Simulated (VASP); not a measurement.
Te2Mo (r.Ae): single point with PBEsol

Sheet: Te2Mo (r.Ae), a sheet with vacuum.

```
CELL_PARAMETERS angstrom
3.53916 0.00000 0.00000
-1.76958 3.06500 0.00000
0.00000 0.00000 19.58815
ATOMIC_POSITIONS crystal
Te 0.66667 0.33333 0.40841
Te 0.66667 0.33333 0.59159
Mo 0.33333 0.66667 0.50000
```

```yaml
Program: VASP 6.6.1
Task: single point
Functional: PBEsol
Potentials_or_basis: VASP PAW PBE potentials, release 64 (Te, Mo_sv)
Cutoff: 400 eV
k_mesh: 12 × 12 × 1
Occupations: gaussian, width 0.03 eV
Spin: no spin polarisation
Dipole_correction: yes
Further_INCAR_settings: ALGO = Normal; EDIFF = 1e-06; NBANDS = 20; NELMDL = -8
```

| Property | Result |
| --- | --- |
| Largest force | 0.094 eV/Å |
| Band gap on the k mesh | 1.09 eV, direct |

Forces on the atoms (eV/Å):
```
Te   0.000  0.000  0.094
Te   0.000  0.000 -0.094
Mo   0.000  0.000  0.000
```

Levels at points of the mesh, in eV from the valence-band top:
```
           k point  band 9  band 10  band 11  band 12  band 13  band 14  band 15  band 16  band 17  band 18
(0.00, 0.00, 0.00)   -1.68    -1.68    -0.88    -0.88    -0.43     3.13     3.13     3.43     3.43     4.33
(0.50, 0.00, 0.00)   -3.32    -2.30    -1.58    -0.73    -0.29     1.43     1.77     3.34     3.76     3.96
```

Wall time 67 s on 1 thread of Intel(R) Xeon(R) Platinum 8488C (Sapphire Rapids), with other jobs on the host, peak memory 0.25 GiB.

Caveat: the PAW data sets were made with another functional, which shifts forces and pressure a little; spin-orbit coupling is left out, which moves the levels of the heavy elements.
